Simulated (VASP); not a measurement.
Wanted: the native input for a VASP 6.6.1 run.

```yaml
Task: single point
Functional: PBEsol
Dispersion: D3(BJ)
Potentials_or_basis: VASP PAW PBE potentials, release 64 (Pt, Se)
Cutoff: 520 eV
k_mesh: 12 × 12 × 8
Occupations: gaussian, width 0.1 eV
Spin: no spin polarisation
Dipole_correction: no
Further_INCAR_settings: ALGO = Normal; EDIFF = 1e-06; NBANDS = 18
```

The structure of PtSe2 lies in POSCAR:

```
PtSe2
1.0
    3.7672908819      0.0000000000      0.0000000000
   -1.8836454409      3.2625696071      0.0000000000
    0.0000000000      0.0000000000      5.0233618119
Pt Se
1 2
Direct
    0.0000000000      0.0000000000      0.0000000000
    0.3333333333      0.6666666667      0.2529104805
    0.6666666667      0.3333333333      0.7470895195
```

The input as run:

INCAR

```
PREC     = Accurate       # precision mode
ENCUT    = 520            # plane-wave cutoff, eV
EDIFF    = 1E-6           # SCF threshold, eV
ISMEAR   = 0              # smearing method
SIGMA    = 0.1            # smearing width, eV
LREAL    = F              # projectors in reciprocal space
LASPH    = T              # aspherical terms in the spheres
NELM     = 60             # most SCF steps
ALGO     = Normal         # electronic algorithm
ISIF     = 2              # what is computed and relaxed
LWAVE    = F              # write WAVECAR
LCHARG   = F              # write CHGCAR
GGA      = PS             # functional
IVDW     = 12             # dispersion correction
NBANDS   = 18             # bands
```

KPOINTS

```
Automatic mesh
0
Gamma
  12 12 8
```

Potentials or basis: VASP PAW PBE potentials, release 64 (Pt, Se).

Command:

```bash
$ cat potpaw_PBE.64/Pt/POTCAR potpaw_PBE.64/Se/POTCAR > POTCAR
$ mpirun -np 1 vasp_std > vasp.out
```

It gave:

The pressure is -4.7 GPa. The largest force is 0.010 eV/Å. The band gap on the k mesh is zero (bands 11 and 12 overlap by 0.54 eV) and the dispersion energy per atom is -0.420 eV.

Caveat: the cell stands under tension; the PAW data sets were made with another functional, which shifts forces and pressure a little; spin-orbit coupling is left out, which moves the levels of the heavy elements.

Run time: 2.4 min on 1 thread of Intel(R) Xeon(R) Platinum 8259CL CPU @ 2.50GHz (Skylake/Cascade Lake), with other jobs on the host, peak memory 0.29 GiB.
